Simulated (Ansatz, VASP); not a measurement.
**Two plane-wave programs on Al**

The input POSCAR:

```
Al
1.0
   -1.5116577555      1.5116577555      1.6707796245
    1.5116577555     -1.5116577555      1.6707796245
    1.5116577555      1.5116577555     -1.6707796245
Al
1
Direct
    0.0000000000      0.0000000000      0.0000000000
```

File INCAR.step1:

```
SYSTEM = Al
PREC     = Accurate       ! precision mode
ENCUT    = 520            ! plane-wave cutoff, eV
ISMEAR   = 0              ! smearing method
SIGMA    = 0.15           ! smearing width, eV
LREAL    = .FALSE.        ! projectors in reciprocal space
LASPH    = .TRUE.         ! aspherical terms in the spheres
NELM     = 60             ! most SCF steps
NBANDS   = 8              ! bands
GGA      = PE             ! functional
ALGO     = Normal         ! electronic algorithm
EDIFF    = 1E-4           ! SCF threshold, eV
LWAVE    = .TRUE.         ! write WAVECAR
LCHARG   = .FALSE.        ! write CHGCAR
```

Contents of INCAR.step2:

```
SYSTEM = Al
PREC     = Accurate       ! precision mode
ENCUT    = 520            ! plane-wave cutoff, eV
EDIFF    = 1E-6           ! SCF threshold, eV
ISMEAR   = 0              ! smearing method
SIGMA    = 0.15           ! smearing width, eV
LREAL    = .FALSE.        ! projectors in reciprocal space
LASPH    = .TRUE.         ! aspherical terms in the spheres
NELM     = 60             ! most SCF steps
ALGO     = Normal         ! electronic algorithm
ISIF     = 2              ! what is computed and relaxed
LWAVE    = .FALSE.        ! write WAVECAR
LCHARG   = .TRUE.         ! write CHGCAR
METAGGA  = R2SCAN         ! meta-GGA
LMIXTAU  = .TRUE.       
LELF     = .TRUE.         ! ELF
LVHAR    = .TRUE.       
NBANDS   = 8              ! bands
ISTART   = 1
```

Contents of KPOINTS:

```
regular mesh
0
G
  20 20 20
  0 0 0
```

Input for Ansatz:

```yaml
crystal:
  lattice:
    - [-1.5116577555, 1.5116577555, 1.6707796245]
    - [1.5116577555, -1.5116577555, 1.6707796245]
    - [1.5116577555, 1.5116577555, -1.6707796245]
  atoms:
    - { symbol: Al, position: [0.0, 0.0, 0.0] }
basis:
  ecutwfc: 500
kpoints:
  mp_grid: { grid: [20, 20, 20] }
hamiltonian:
  xc: r2scan
scf:
  occupations: { method: gaussian, width: 0.15 }
output:
  forces: true
  stress: true
  eigenvalues: true
```

Change from the starting cell: strain -0.050 along x and y, +0.050 along z, atoms carried along.

Alike in both runs: task single point; functional r2SCAN; k mesh 20 × 20 × 20; occupations gaussian, width 0.15 eV; no spin polarisation.

|  | VASP | Ansatz |
| --- | --- | --- |
| version | VASP 6.6.1 | Ansatz 0.2.0 |
| potentials or method | VASP PAW PBE potentials, release 64 (Al), cutoff 520 eV | scalar-relativistic, plane waves, PAW |
| valence electrons in the cell | 3 | 3 |

```csv
,VASP,Ansatz,Ansatz less VASP
gap on the k mesh at the Fermi level (eV),none,none,-
pressure (GPa),5.1,5.5,+0.36
"traceless stress, the component that is largest in VASP (GPa)",3.27,3.27,0.000
```

VASP's potentials were made for PBE, not for r2SCAN. A gap of «none» marks a metal or a gap that the smearing closes.
